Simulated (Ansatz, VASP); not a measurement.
## NbGe7Sb16Te32: VASP beside Ansatz

```
CELL_PARAMETERS angstrom
12.23830 0.00000 0.00000
0.00000 12.23830 0.00000
-6.11915 -6.11915 12.10283
ATOMIC_POSITIONS crystal
Nb 0.99218 0.95564 0.98685
Ge 0.00121 0.94001 0.48054
Ge 0.52792 0.03202 0.42716
Ge 0.49240 0.03050 0.99555
Ge 0.01675 0.41731 0.51836
Ge 0.99472 0.46546 0.01952
Ge 0.48431 0.57918 0.04426
Ge 0.50182 0.50049 0.52000
Sb 0.34931 0.30269 0.58428
Sb 0.23664 0.29469 0.01775
Sb 0.70638 0.29585 0.02867
Sb 0.80943 0.20707 0.47572
Sb 0.15718 0.79144 0.95592
Sb 0.35385 0.77530 0.58431
Sb 0.74756 0.77195 0.51287
Sb 0.72658 0.73671 0.01498
Sb 0.44579 0.17169 0.26608
Sb 0.34230 0.13240 0.69898
Sb 0.83120 0.12341 0.77225
Sb 0.91293 0.12514 0.23625
Sb 0.38835 0.65093 0.77837
Sb 0.33495 0.67683 0.25800
Sb 0.82926 0.63206 0.23584
Sb 0.84342 0.53407 0.71544
Te 0.99102 0.20049 0.99857
Te 0.04068 0.17600 0.46737
Te 0.59200 0.34741 0.61528
Te 0.44544 0.23250 0.95238
Te 0.96834 0.70696 0.46345
Te 0.95052 0.69497 0.96546
Te 0.51015 0.79811 0.04599
Te 0.52643 0.87190 0.52104
Te 0.12284 0.04660 0.21212
Te 0.12919 0.07969 0.71686
Te 0.62728 0.09511 0.81668
Te 0.64530 0.21169 0.22775
Te 0.06220 0.63381 0.71806
Te 0.12088 0.55506 0.24891
Te 0.60403 0.61315 0.25974
Te 0.58607 0.69975 0.72733
Te 0.23781 0.49684 0.53324
Te 0.25489 0.54017 0.02326
Te 0.74297 0.44904 0.94071
Te 0.70072 0.52662 0.48646
Te 0.28189 0.04765 0.03232
Te 0.22759 0.92382 0.47607
Te 0.72224 0.95357 0.38577
Te 0.76587 0.95183 0.97955
Te 0.40967 0.42176 0.81557
Te 0.31022 0.37227 0.24955
Te 0.93068 0.39298 0.30676
Te 0.96248 0.32213 0.71689
Te 0.35577 0.88055 0.21043
Te 0.28413 0.86602 0.75790
Te 0.93395 0.90557 0.76827
Te 0.93181 0.84176 0.23027
```

Alike in both runs: task single point; functional PBE; k mesh 1 × 1 × 1; occupations gaussian, width 0.05 eV; collinear spin.

```csv
,VASP,Ansatz
version,VASP 6.6.1,Ansatz 0.2.0
potentials or method,"VASP PAW PBE potentials, release 64 (Nb_sv, Ge_d, Sb, Te), cutoff 410 eV","scalar-relativistic, plane waves, PAW"
valence electrons in the cell,383,863
```

```csv
,VASP,Ansatz,Ansatz less VASP
gap on the k mesh at the Fermi level (eV),0.20,0.20,0.000
rms of the force components (eV/Å),0.026,0.023,-0.0023
net moment per atom (μB),0.02,0.02,0.000
size of the moment on the site where the two differ most (μB),0.45,0.42,-0.028
```

Site moments also hang on the region over which each program counts them. Atom by atom the forces differ by 0.012 eV/Å (rms over components). VASP's potentials hold 383 valence electrons a cell and Ansatz's 863, so a difference there can come from the potentials and not from the codes. Ansatz's warnings: moment headroom below auto, stability check not made.

Spin-orbit coupling is off throughout.
